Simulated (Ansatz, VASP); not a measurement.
## Two plane-wave programs on CdSnO2

```
Cd Sn O
1.0
     3.28732    0.00000    0.00000
     0.00000    3.28732    0.00000
     0.00000    0.00000    6.58897
Cd Sn O
1 1 2
Direct
  0.50000 0.50000 0.00000
  0.00000 0.00000 0.50000
  0.50000 0.50000 0.69758
  0.50000 0.50000 0.30242
```

Alike in both runs: functional PBE; k mesh 4 × 4 × 2; occupations gaussian, width 0.15 eV; no spin polarisation.

Ansatz relaxed the structure, and its values are those at the end. VASP's run is a single point on that final structure, the one shown.

|  | VASP | Ansatz |
| --- | --- | --- |
| version | VASP 6.6.1 | Ansatz 0.2.0 |
| potentials or method | VASP PAW PBE potentials, release 64 (Cd, Sn_d, O), cutoff 600 eV | scalar-relativistic, plane waves, PAW |
| valence electrons in the cell | 38 | 46 |

VASP gave:

| Item | Value |
| --- | --- |
| gap on the k mesh at the Fermi level (eV) | 0.21 |
| least direct gap on the mesh (eV) | 0.68 |
| pressure (GPa) | 0.4 |
| rms of the force components (eV/Å) | 0.118 |

**Question.** Estimate Ansatz's values.

**Answer.** gap on the k mesh at the Fermi level (eV): 0.22; least direct gap on the mesh (eV): 0.67; pressure (GPa): -0.2; rms of the force components (eV/Å): 0.012.

VASP's potentials hold 38 valence electrons a cell and Ansatz's 46, so a difference there can come from the potentials and not from the codes.

The k mesh is coarse, so the values compare programs but aren't converged.
